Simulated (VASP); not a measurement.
# H: single point with PBE+D3(BJ)

H, in a box:

```xyz
1
Lattice="7.6672 0.0000 0.0000 0.0000 7.6672 0.0000 0.0000 0.0000 27.6279" Properties=species:S:1:pos:R:3 pbc="T T T"
H     5.7086    5.0906   15.8069
```

| Property | Result |
| --- | --- |
| Program | VASP 6.6.1 |
| Task | single point |
| Functional | PBE |
| Dispersion | D3(BJ) |
| Potentials or basis | VASP PAW PBE potentials, release 64 (H) |
| Cutoff | 520 eV |
| k mesh | 2 × 2 × 1 |
| Occupations | gaussian, width 0.05 eV |
| Spin | collinear spin |
| Starting moments | [1.0] μB |

```yaml
Gap_between_the_frontier_levels: 7.30 eV
Net_moment: 1.00 μB per cell
Site_moments: H +0.38 μB
Valence_electrons_inside_the_program's_atomic_spheres: H 0.38
Dispersion_energy_per_atom: 0.000 eV
```

Levels at points of the mesh, in eV from the valence-band top:
Spin up:
```
           k point  band 1  band 2  band 3  band 4  band 5  band 6
(0.00, 0.00, 0.00)    0.00    7.30    7.59    7.66    8.06    8.26
(0.50, 0.00, 0.00)    0.00    7.64    7.91    8.07    8.28    8.30
(0.50, 0.50, 0.00)    0.00    8.00    8.00    8.46    8.60    8.65
```
Spin down:
```tsv
k point	band 1	band 2	band 3
(0.00, 0.00, 0.00)	7.59	7.75	7.83
(0.50, 0.00, 0.00)	8.21	8.23	8.39
(0.50, 0.50, 0.00)	8.85	8.85	8.85
```

It used 300 s of CPU time on 1 thread of Intel(R) Xeon(R) Platinum 8488C (Sapphire Rapids), with other jobs on the host.
